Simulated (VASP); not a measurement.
## TaC: single point with PBE+D3(BJ)

Crystal: TaC.

```
Ta C
1.0
     0.00000    2.25945    2.25945
     2.25945    0.00000    2.25945
     2.25945    2.25945    0.00000
Ta C
1 1
Cartesian
  0.0000 0.0000 0.0000
  2.2594 2.2594 2.2594
```

* Program: VASP 6.6.1
* Task: single point
* Functional: PBE
* Dispersion: D3(BJ)
* Potentials or basis: VASP PAW PBE potentials, release 64 (Ta_pv, C)
* Cutoff: 600 eV
* k mesh: 11 × 11 × 11
* Occupations: methfessel-paxton, width 0.15 eV
* Spin: no spin polarisation

* Pressure: -14.7 GPa
* Dispersion energy per atom: -0.440 eV

Levels at points of the mesh, in eV from the Fermi level:
| k point | band 6 | band 7 | band 8 | band 9 | band 10 | band 11 |
| --- | --- | --- | --- | --- | --- | --- |
| (0.00, 0.00, 0.00) | -1.36 | -1.36 | -0.57 | -0.57 | -0.57 | 0.50 |

Wall time 9.9 s on 1 thread of Intel(R) Xeon(R) 6975P-C (Granite Rapids), with other jobs on the host, peak memory 0.18 GiB.

Caveat: spin-orbit coupling is left out, which moves the levels of the heavy elements; pairwise dispersion overbinds metals, which lowers pressure and volume.
